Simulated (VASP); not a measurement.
Here is a VASP 6.6.1 calculation.

INCAR

```
PREC = Accurate ; ENCUT = 520
EDIFF = 1E-7 ; ISMEAR = 0
SIGMA = 0.05 ; LREAL = F
LASPH = T ; NELM = 150
ALGO = Normal ; ISIF = 2
LWAVE = F ; LCHARG = T
ISPIN = 2 ; MAGMOM = 0 0 0 0 3
LORBIT = 11 ; LDIPOL = T
IDIPOL = 3 ; DIPOL = 0.5 0.5 0.335
GGA = PE ; IVDW = 12
LELF = T ; LVHAR = T
LVACPOTAV = T ; NBANDS = 22
```

Contents of KPOINTS:

```
regular mesh
0
Gamma
  7 7 1
```

The input POSCAR:

```
Si4N
1.0
    3.8333442755      0.0000000000      0.0000000000
    0.0000000000      3.8333442755      0.0000000000
    0.0000000000      0.0000000000     21.1034818114
Si N
4 1
Direct
    0.0000000000      0.5000000000      0.1895421825
    0.0000000000      0.0000000000      0.2537634269
    0.5000000000      0.0000000000      0.3207061922
    0.5000000000      0.5000000000      0.3839879070
    0.7500000000      1.0000000000      0.5261445439
```

Potentials or basis: VASP PAW PBE potentials, release 64 (Si, N).

The run is started by

```bash
$ cat potpaw_PBE.64/Si/POTCAR potpaw_PBE.64/N/POTCAR > POTCAR
$ mpirun -np 1 vasp_std > vasp.out
```

Task: Predict the largest force.

Result: 0.175 eV/Å.

Task: Predict the net moment.

Result: 2.73 μB per cell.

Task: Predict the dispersion energy per atom.

Result: -0.199 eV.

Forces on the atoms (eV/Å):
```
Si   0.001  0.000  0.093
Si  -0.007  0.000  0.017
Si   0.023  0.000 -0.050
Si   0.006  0.000  0.113
N   -0.024  0.000 -0.174
```
